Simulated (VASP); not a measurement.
Write the native input for VASP 6.6.1 that does the following.

```
Task                   : single point
Functional             : PBE
Dispersion             : D3(BJ)
Potentials or basis    : VASP PAW PBE potentials, release 64 (Si)
Cutoff                 : 520 eV
k mesh                 : 1 × 1 × 1
Occupations            : gaussian, width 0.02 eV
Spin                   : no spin polarisation
Dipole correction      : no
Further INCAR settings : LREAL = Auto; ALGO = Normal; EDIFF = 1e-07; NBANDS = 163
```

The structure of Si (a cell with a defect) lies in POSCAR:

```
Si
1.0
   10.8600000000      0.0000000000      0.0000000000
    0.0000000000     10.8600000000      0.0000000000
    0.0000000000      0.0000000000     10.8600000000
Si
63
Direct
    0.5006183241     -0.0001581031      0.0002726519
    0.6232752302      0.1252738490      0.1262549724
    0.7500594843      0.2498476059      0.0018215470
    0.8759817680      0.3746276243      0.1267028545
    0.7496616943     -0.0000436464      0.2498652855
    0.8754866483      0.1247965930      0.3746421731
    0.0006178637      0.0000534070     -0.0004955801
    0.1225037753      0.1300370166      0.1304947514
    0.2480973297      0.2503921731      0.0023164825
    0.3679237569      0.3765122468      0.1308596685
    0.4983671271      0.5002991713      0.0024964088
    0.6266844383      0.6251716390      0.1233734807
    0.7524365562      0.7485996317     -0.0027777164
    0.8738470534      0.8741581031      0.1247459484
    0.2475388582      0.0025843462      0.2518198895
    0.3655470534      0.1336511971      0.3772222836
    0.4965390424      0.2506849908      0.2506880295
    0.6237762431      0.3741024862      0.3742901473
    0.7498762431      0.4999933702      0.2505006446
    0.8775733886      0.6184421731      0.3766903315
    0.4963069982      0.0040399632      0.4991025783
    0.6262002762      0.1220055249      0.6253174954
    0.7492016575      0.2488067219      0.4991965930
    0.8772295580      0.3738209945      0.6184518416
    0.7523130755     -0.0035999079      0.7488470534
    0.8728861878      0.1248674954      0.8745258748
    0.0005667587      0.4994646409      0.0003979742
    0.1244472376      0.6253266114      0.1263240331
    0.2486300184      0.7515030387      0.0008369245
    0.3733219153      0.8775508287      0.1255346225
    0.0008021179      0.2629953959      0.2642409761
    0.1010327808      0.4201020258      0.4233028545
    0.2406378453      0.5028460405      0.2621203499
    0.3779269797      0.6270295580      0.3735877532
    0.5013338858      0.7508660221      0.2463682320
    0.6227024862      0.8757659300      0.3737242173
    0.0009182320      0.0000357274      0.5000880295
    0.1252243094      0.1251369245      0.6263728361
    0.2400995396      0.2635078269      0.5058280847
    0.3791942910      0.3734779006      0.6290065378
    0.5004948435      0.4998159300      0.5002798343
    0.6259918969      0.6245313996      0.6244209945
    0.7510291897      0.7475148250      0.4972831492
    0.8773960405      0.8709221915      0.6222596685
    0.2492484346     -0.0011583794      0.7514455801
    0.3736229282      0.1242027624      0.8771739411
    0.5024804788      0.2455818600      0.7515929098
    0.6245191529      0.3730186924      0.8758042357
    0.7518270718      0.4972041436      0.7464987109
    0.8770534991      0.6218767956      0.8714000000
   -0.0000903315      0.7480845304      0.2519371087
    0.1250482505      0.8738564457      0.3756953959
    0.1317708103      0.6032173112      0.6052862799
    0.2532434622      0.7505386740      0.4994256906
    0.3754220994      0.8761915285      0.6266629834
    0.0006029466      0.2510450276      0.7485101289
    0.1252951197      0.3748969613      0.8748155617
    0.2542956722      0.4990228361      0.7525663904
    0.3753846225      0.6279618785      0.8772757827
    0.5012222836      0.7498598527      0.7496626151
    0.6254865562      0.8740569982      0.8747747698
    0.0024674954      0.7363734807      0.7370000000
    0.1228968692      0.8687651934      0.8695961326
```

The input as run:

INCAR

```
SYSTEM = Si
  ALGO = Normal
  EDIFF = 1E-7
  ENCUT = 520
  GGA = PE
  ISIF = 2
  ISMEAR = 0
  IVDW = 12
  LASPH = .True.
  LCHARG = .False.
  LREAL = Auto
  LWAVE = .False.
  NBANDS = 163
  NELM = 80
  PREC = Accurate
  SIGMA = 0.02
```

KPOINTS

```
k-points
0
Gamma
  1 1 1
  0 0 0
```

Potentials or basis: VASP PAW PBE potentials, release 64 (Si).

Command:

```bash
$ cat potpaw_PBE.64/Si/POTCAR > POTCAR
$ mpirun -np 1 vasp_gam > vasp.out
```

Results of the run:

```
Pressure                   : -0.8 GPa
Largest force              : 0.574 eV/Å
Dispersion energy per atom : -0.316 eV
```

Caveat: the k points lie up to 0.58 Å⁻¹ apart.

It took 9.7 min on 1 thread of Intel(R) Xeon(R) Platinum 8488C (Sapphire Rapids), with other jobs on the host, peak memory 0.99 GiB.
